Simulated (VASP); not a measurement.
Input of a VASP 6.6.1 run:

Contents of POSCAR:

```
RbCl
1.0
    0.0000000000      3.3057264139      3.3057264139
    3.3057264139      0.0000000000      3.3057264139
    3.3057264139      3.3057264139      0.0000000000
Rb Cl
1 1
Direct
    0.0000000000      0.0000000000      0.0000000000
    0.5000000000      0.5000000000      0.5000000000
```

The input INCAR.step1:

```
PREC     = Accurate       # precision mode
ENCUT    = 400            # plane-wave cutoff, eV
EDIFF    = 1E-5           # SCF threshold, eV
ISMEAR   = 0              # smearing method
SIGMA    = 0.01           # smearing width, eV
LREAL    = F              # projectors in reciprocal space
LASPH    = T              # aspherical terms in the spheres
NELM     = 120            # most SCF steps
ALGO     = Normal         # electronic algorithm
ISIF     = 2              # what is computed and relaxed
LWAVE    = T              # write WAVECAR
LCHARG   = F              # write CHGCAR
GGA      = PE             # functional
NBANDS   = 15             # bands
GGA_COMPAT= F
```

The input INCAR.step2:

```
PREC     = Accurate       # precision mode
ENCUT    = 400            # plane-wave cutoff, eV
EDIFF    = 1E-6           # SCF threshold, eV
ISMEAR   = 0              # smearing method
SIGMA    = 0.01           # smearing width, eV
LREAL    = F              # projectors in reciprocal space
LASPH    = T              # aspherical terms in the spheres
NELM     = 120            # most SCF steps
ALGO     = Normal         # electronic algorithm
ISIF     = 2              # what is computed and relaxed
LWAVE    = F              # write WAVECAR
LCHARG   = F              # write CHGCAR
GGA      = PE             # functional
LHFCALC  = T              # exact exchange
HFSCREEN = 0.2079         # screening, 1/A
PRECFOCK = Normal       
ISTART   = 1            
NBANDS   = 15             # bands
GGA_COMPAT= F
```

File KPOINTS:

```
regular mesh
0
Gamma
  4 4 4
```

Potentials or basis: VASP PAW PBE potentials, release 64 (Rb_sv, Cl).

Launch:

```console
$ cat potpaw_PBE.64/Rb_sv/POTCAR potpaw_PBE.64/Cl/POTCAR > POTCAR
$ cp INCAR.step1 INCAR
$ mpirun -np 1 vasp_std > vasp.out
$ cp INCAR.step2 INCAR
$ mpirun -np 1 vasp_std > vasp.out
```

(1) Estimate the pressure.

(2) What does it give for the band gap on the k mesh?

## Answers

(1) 0.3 GPa.

(2) 6.25 eV, direct.

Caveat: the PAW data sets were made with another functional, which shifts forces and pressure a little.
